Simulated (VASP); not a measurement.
A run of VASP 6.6.1 is set up as follows.

File INCAR:

```
PREC = Accurate
ENCUT = 600
EDIFF = 1E-7
ISMEAR = 0
SIGMA = 0.1
LREAL = False
LASPH = True
NELM = 100
ALGO = Normal
ISIF = 3
LWAVE = False
LCHARG = False
GGA = PE
IBRION = 2
NSW = 90
EDIFFG = -0.04
```

KPOINTS

```
Automatic mesh
0
Gamma
  6 6 2
```

The input POSCAR:

```
Zr2BiN2
1.0
    3.6996463800      0.0000000000      0.0000000000
   -1.8498231900      3.2039877500      0.0000000000
    0.0000000000      0.0000000000      7.4868975700
Zr Bi N
2 1 2
Direct
    0.6666666700      0.3333333300      0.0000000000
    0.0000000000      0.0000000000      0.0000000000
    0.0000000000      0.0000000000      0.5000000000
    0.3333333300      0.6666666700      0.2054603200
    0.3333333300      0.6666666700      0.7945396800
```

Potentials or basis: VASP PAW PBE potentials, release 64 (Zr_sv, Bi_d, N).

Command:

```sh
$ cat potpaw_PBE.64/Zr_sv/POTCAR potpaw_PBE.64/Bi_d/POTCAR potpaw_PBE.64/N/POTCAR > POTCAR
$ mpirun -np 1 vasp_std > vasp.out
```

(1) Estimate the space group after relaxing (to 0.05 Å).

(2) Estimate the relaxed volume.

Answers

(1) P-6m2 (No. 187).

(2) 20.59 Å³/atom.

Caveat: the k points lie up to 0.53 Å⁻¹ apart in the final cell; the volume moved by over 15 % at a fixed basis, so the end points are rough.
